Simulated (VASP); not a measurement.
# Li7Cl8 (a cell with a defect) in VASP: single point with PBE

Aim: the single point of Li7Cl8 (a cell with a defect) with PBE.

Program: VASP 6.6.1. These are calculated values, not measurements. Logs are shortened: lines on timing, memory, paths and dates and some standing lists are left out, and cuts for length are marked.

### Step 1. The cell of the first run

The cell holds a defect, 15 atoms: a = 7.217 Å, b = 7.217 Å, c = 7.217 Å, α = 60.00°, β = 60.00°, γ = 60.00°.

### Step 2. Single point, PBE

File INCAR:

```
SYSTEM = Li7Cl8
  ALGO = Normal
  EDIFF = 1E-6
  ENCUT = 520
  GGA = PE
  ISIF = 2
  ISMEAR = 1
  LASPH = .TRUE.
  LCHARG = .TRUE.
  LELF = .TRUE.
  LREAL = Auto
  LVHAR = .TRUE.
  LWAVE = .FALSE.
  NBANDS = 52
  NELM = 80
  PREC = Accurate
  SIGMA = 0.15
```

File KPOINTS:

```
k-points
0
G
  3 3 3
  0 0 0
```

File POSCAR:

```
Li7Cl8
1.0
    0.0000000000      5.1028676200      5.1028676200
    5.1028676200      0.0000000000      5.1028676200
    5.1028676200      5.1028676200      0.0000000000
Li Cl
7 8
Direct
    0.0004762028     -0.2497768108      0.0001167971
    0.0080151011      0.0113890864      0.4702436314
   -0.0072956037      0.4893184942      0.5297398838
    0.4706191065      0.0114316115      0.0076944971
    0.5003392583      0.0158926325      0.5001378029
    0.5301731696      0.4892528449     -0.0076028819
    0.5004881941      0.4846798279      0.5000386430
    0.2402185577      0.2703990389      0.2399112795
    0.2603678165      0.2503277755      0.7400222348
    0.2402917519      0.7504956595      0.2398772790
    0.2932867578      0.7503242853      0.7070401916
    0.7403281412      0.2502819189      0.2601236400
    0.7604687774      0.2302814001      0.7601897186
    0.7074608375      0.7503316341      0.2930328810
    0.7604925875      0.7501127376      0.7602078456
```

Potentials or basis: VASP PAW PBE potentials, release 64 (Li_sv, Cl).

Command:

```
$ cat potpaw_PBE.64/Li_sv/POTCAR potpaw_PBE.64/Cl/POTCAR > POTCAR
$ mpirun -np 1 vasp_std > vasp.out
```

OUTCAR:

```text
SYSTEM = Li7Cl8
   EDIFF = 1E-6
   ENCUT = 520
   GGA = PE
   ISIF = 2
   ISMEAR = 1
   LASPH = .TRUE.
   LREAL = Auto
   NELM = 80
   PREC = Accurate

 ion  position               nearest neighbor table
   1  0.000  0.750  0.000-  11 2.11  14 2.11
   2  0.008  0.011  0.470-  12 2.45   8 2.51  10 2.51  15 2.61  13 2.61
   3  0.993  0.489  0.530-   9 2.45  15 2.51  13 2.51   8 2.61  10 2.61
   4  0.471  0.011  0.008-   9 2.45   8 2.51  10 2.51  13 2.61  15 2.61
   5  0.500  0.016  0.500-   9 2.42  12 2.42  11 2.43  14 2.43
   6  0.530  0.489  0.992-  12 2.45  13 2.51  15 2.51  10 2.61   8 2.61
   7  0.500  0.485  0.500-  12 2.42   9 2.42  11 2.43  14 2.43
   8  0.240  0.270  0.240-   4 2.51   2 2.51   3 2.61   6 2.61
   9  0.260  0.250  0.740-   5 2.42   7 2.42   4 2.45   3 2.45
  10  0.240  0.750  0.240-   2 2.51   4 2.51   6 2.61   3 2.61
  11  0.293  0.750  0.707-   1 2.11   7 2.43   5 2.43
  12  0.740  0.250  0.260-   7 2.42   5 2.42   2 2.45   6 2.45
  13  0.760  0.230  0.760-   6 2.51   3 2.51   4 2.61   2 2.61
  14  0.707  0.750  0.293-   1 2.11   7 2.43   5 2.43
  15  0.760  0.750  0.760-   6 2.51   3 2.51   4 2.61   2 2.61

  LATTYP: Found a face centered cubic cell.
 ALAT       =    10.2057352400

  Lattice vectors:

 A1 = (   0.0000000000,   5.1028676200,   5.1028676200)
 A2 = (   5.1028676200,   0.0000000000,   5.1028676200)
 A3 = (   5.1028676200,   5.1028676200,   0.0000000000)

Analysis of symmetry for initial positions (statically):
=====================================================================
 Subroutine PRICEL returns:
 Original cell was already a primitive cell.

 Routine SETGRP: Setting up the symmetry group for a
 face centered cubic supercell.

 Subroutine GETGRP returns: Found  1 space group operations
 (whereof  1 operations were pure point group operations)
 out of a pool of 48 trial point group operations.

The static configuration has the point symmetry C_1 .

Analysis of symmetry for dynamics (positions and initial velocities):
=====================================================================
 Subroutine PRICEL returns:
 Original cell was already a primitive cell.

 Routine SETGRP: Setting up the symmetry group for a
 face centered cubic supercell.

 Subroutine GETGRP returns: Found  1 space group operations
 (whereof  1 operations were pure point group operations)
[... 131 lines left out ...]
   EFERMI =   0.00;   METHOD = LEGACY
   ISMEAR =     1;   SIGMA  =   0.15  broadening in eV -4-tet -1-fermi 0-gaus
   EFERMI_NEDOS =   21; number of points for ismear=-14 and -15
   IALGO  =     38    algorithm
   IMIX   =      4    mixing-type and parameters
     AMIX     =   0.40;   BMIX     =  1.00
     AMIX_MAG =   1.60;   BMIX_MAG =  1.00
  volume/ion in A,a.u.               =      17.72       119.56
  Fermi-wavevector in a.u.,A,eV,Ry     =   1.083297  2.047134 15.966870  1.173532
  Thomas-Fermi vector in A             =   2.219359
   LORBIT       =      0    0 simple, 1 ext, 2 COOP (PROOUT), +10 PAW based schemes
   GGA     = PE    functional components
   LHFCALC =     F    Hartree Fock is set to
   AEXX    =    0.0000 exact exchange contribution
   IVDW    =     0    specifies the selected vdW correction
   LEPSILON=     F    determine dielectric tensor
   LRPA    =     F    only Hartree local field effects (RPA)
 non-spin polarized calculation
 Methfessel and Paxton  Order N= 1 SIGMA  =   0.15
  energy-cutoff  :      520.00
  volume of cell :      265.75
 maximum number of plane-waves:      7239
 NGX is ok and might be reduce to    54
   NGX = 27   NGY = 27   NGZ = 27

 number of electron      76.9999986 magnetization

 Free energy of the ion-electron system (eV)
  ---------------------------------------------------
  ext. energy  EPLUGINS =         0.00000000
  ---------------------------------------------------
  free energy    TOTEN  =       -51.81650455 eV

  energy without entropy =      -51.79119856  energy(sigma->0) =      -51.80806922

 E-fermi :   0.3336     XC(G=0):  -8.6042

 val. band max:        0.3299900992   @ k =   0.3333   0.3333   0.3333
 cond. band min:       0.3404551463   @ k =   0.0000   0.0000   0.0000
 fundamental gap:      0.0104650471
 Fermi energy:         0.3336129048

 k-point     1 :       0.0000    0.0000    0.0000
  band No.  band energies     occupation
      1     -43.2188      2.00000
      2     -43.2178      2.00000
      3     -43.2173      2.00000
      4     -43.2165      2.00000
      5     -43.0806      2.00000
      6     -42.8613      2.00000
[... 731 lines left out ...]
     49       9.8051      0.00000
     50      10.0258      0.00000
 [bands above 50 left out]

------------------------ aborting loop because EDIFF is reached ----------------------------------------

  FORCE on cell =-STRESS in cart. coord.  units (eV):
  Direction    XX          YY          ZZ          XY          YZ          ZX
  --------------------------------------------------------------------------------------
  -------------------------------------------------------------------------------------
  Total        4.2807963      0.3383163      4.2754910      0.0007514     -0.0005941     -2.7062545
  in kB       25.8084692      2.0396735     25.7764840      0.0045303     -0.0035820    -16.3157229
  external PRESSURE =      17.8748756 kB  Pullay stress =       0.0000000 kB

 VOLUME and BASIS-vectors are now :
 -----------------------------------------------------------------------------
  energy-cutoff  :      520.00
  volume of cell :      265.75
      direct lattice vectors                 reciprocal lattice vectors
     0.000000000  5.102867620  5.102867620    -0.097984121  0.097984121  0.097984121
     5.102867620  0.000000000  5.102867620     0.097984121 -0.097984121  0.097984121
     5.102867620  5.102867620  0.000000000     0.097984121  0.097984121 -0.097984121

 POSITION                                       TOTAL-FORCE (eV/Angst)
 -----------------------------------------------------------------------------------
      3.82889      0.00303      3.83072         0.000295      0.000161     -0.001366
      2.45771      2.44049      0.09902         0.019178      0.016327     -0.019572
      5.20012      7.76883      7.56257        -0.019376     -0.016863      0.018603
      0.09760      2.44077      2.45984        -0.019474      0.016030      0.019105
      2.63323      5.10530      2.63426        -0.002286      0.000221     -0.001742
      7.56066      7.76947      5.20200         0.019257     -0.016882     -0.019445
      5.02489      5.10556      5.02718         0.002871     -0.000060      0.002063
      2.60405      2.45004      2.60561         0.005173     -0.007913      0.005206
      5.05363      5.10486      2.60601        -0.010350      0.000283      0.011070
      5.05374      2.45024      5.05586        -0.004943     -0.007765     -0.004936
      7.43674      5.10454      5.32541        -0.027424      0.000248      0.027992
      2.60453      5.10517      5.05495         0.010448     -0.000276     -0.009904
      5.05424      7.75972      5.05567        -0.005443      0.008680     -0.004741
      5.32415      5.10539      7.43892         0.026870     -0.000204     -0.027612
      7.70697      7.75993      7.70842         0.005205      0.008014      0.005279
 -----------------------------------------------------------------------------------
    total drift:                                0.000059     -0.003917     -0.000751

  FREE ENERGIE OF THE ION-ELECTRON SYSTEM (eV)
  ---------------------------------------------------
  free  energy   TOTEN  =       -51.8165045496 eV

  energy  without entropy=      -51.7911985614  energy(sigma->0) =      -51.80806922
```

OSZICAR:

```text
N       E                     dE             d eps       ncg     rms          rms(c)
DAV:   1     0.660257332365E+03    0.66026E+03   -0.32588E+04  1456   0.146E+03
DAV:   2     0.303551084209E+02   -0.62990E+03   -0.59698E+03  1840   0.346E+02
DAV:   3    -0.441565352098E+02   -0.74512E+02   -0.74060E+02  1944   0.112E+02
DAV:   4    -0.513733283239E+02   -0.72168E+01   -0.71744E+01  2688   0.334E+01
DAV:   5    -0.523313027699E+02   -0.95797E+00   -0.95765E+00  2248   0.771E+00    0.669E+00
DAV:   6    -0.517958724166E+02    0.53543E+00   -0.16084E+00  1896   0.434E+00    0.468E+00
DAV:   7    -0.517996836523E+02   -0.38112E-02   -0.90421E-01  2280   0.273E+00    0.301E+00
DAV:   8    -0.518009822509E+02   -0.12986E-02   -0.30275E-01  2080   0.169E+00    0.142E+00
DAV:   9    -0.518142086306E+02   -0.13226E-01   -0.40360E-02  2016   0.792E-01    0.316E-01
DAV:  10    -0.518155644753E+02   -0.13558E-02   -0.67129E-03  2112   0.259E-01    0.144E-01
DAV:  11    -0.518161600709E+02   -0.59560E-03   -0.11350E-03  1840   0.119E-01    0.568E-02
DAV:  12    -0.518164366305E+02   -0.27656E-03   -0.25209E-04  1832   0.653E-02    0.209E-02
DAV:  13    -0.518164966723E+02   -0.60042E-04   -0.66364E-05  1848   0.319E-02    0.133E-02
DAV:  14    -0.518165024519E+02   -0.57797E-05   -0.12701E-05  2000   0.121E-02    0.561E-03
DAV:  15    -0.518165043881E+02   -0.19362E-05   -0.28003E-06  1600   0.648E-03    0.204E-03
DAV:  16    -0.518165045496E+02   -0.16143E-06   -0.42965E-07  1408   0.267E-03
   1 F= -.51816505E+02 E0= -.51808069E+02  d E =-.253060E-01
```

It took 5.3 min on 1 thread of Intel Xeon Platinum 8488C (Sapphire Rapids), shared host; peak memory 0.41 GiB.

Results:

```yaml
Free_energy: -51.8165 eV
Largest_force: 0.039 eV/Å
Band_gap_on_the_k_mesh: zero (an odd number of electrons rules out a gap without spin polarisation)
```

Forces on the atoms (eV/Å):
```
Li   0.000  0.000 -0.001
Li   0.019  0.016 -0.020
Li  -0.019 -0.017  0.019
Li  -0.019  0.016  0.019
Li  -0.002  0.000 -0.002
Li   0.019 -0.017 -0.019
Li   0.003  0.000  0.002
Cl   0.005 -0.008  0.005
Cl  -0.010  0.000  0.011
Cl  -0.005 -0.008 -0.005
Cl  -0.027  0.000  0.028
Cl   0.010  0.000 -0.010
Cl  -0.005  0.009 -0.005
Cl   0.027  0.000 -0.028
Cl   0.005  0.008  0.005
```

Caveat: the cutoff is under 1.25 times the usual one of these potentials, so pressure, stress and relaxed cells hold a basis-set (Pulay) error; an odd number of electrons without spin polarisation forces a metal; a magnetic or distorted state may lie lower.
